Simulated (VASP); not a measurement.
Here is a VASP 6.6.1 calculation.

The input INCAR:

```
ALGO = Normal ; EDIFF = 1E-6
EDIFFG = -0.008 ; ENCUT = 600
GGA = PE ; IBRION = 2
ISIF = 3 ; ISMEAR = 0
LASPH = True ; LCHARG = False
LREAL = False ; LWAVE = False
NELM = 100 ; NSW = 70
PREC = Accurate ; PSTRESS = 40.0
SIGMA = 0.1
```

KPOINTS

```
k-points
0
Gamma
  12 12 12
```

Contents of POSCAR:

```
Sr
1.0
    0.0000000000      2.8580856361      2.8580856361
    2.8580856361      0.0000000000      2.8580856361
    2.8580856361      2.8580856361      0.0000000000
Sr
1
Direct
    0.0000000000      0.0000000000      0.0000000000
```

Potentials or basis: VASP PAW PBE potentials, release 64 (Sr_sv).

Command:

```bash
$ cat potpaw_PBE.64/Sr_sv/POTCAR > POTCAR
$ mpirun -np 1 vasp_std > vasp.out
```

**Question.** What does it give for the space group after relaxing (to 0.1 Å)?

**Answer.** Fm-3m (No. 225).

**Question.** What does it give for the relaxed cell?

**Answer.** a = 3.951 Å, b = 3.951 Å, c = 3.951 Å, α = 60.00°, β = 60.00°, γ = 60.00°.

**Question.** Estimate the relaxed volume.

**Answer.** 43.61 Å³/atom.

Final structure:
```
Sr
1.0
     0.00000    2.79366    2.79366
     2.79366    0.00000    2.79366
     2.79366    2.79366    0.00000
Sr
1
Direct
  0.00000 0.00000 0.00000
```

Caveat: the cell is relaxed towards a set pressure, so the run minimises the enthalpy, not the energy.
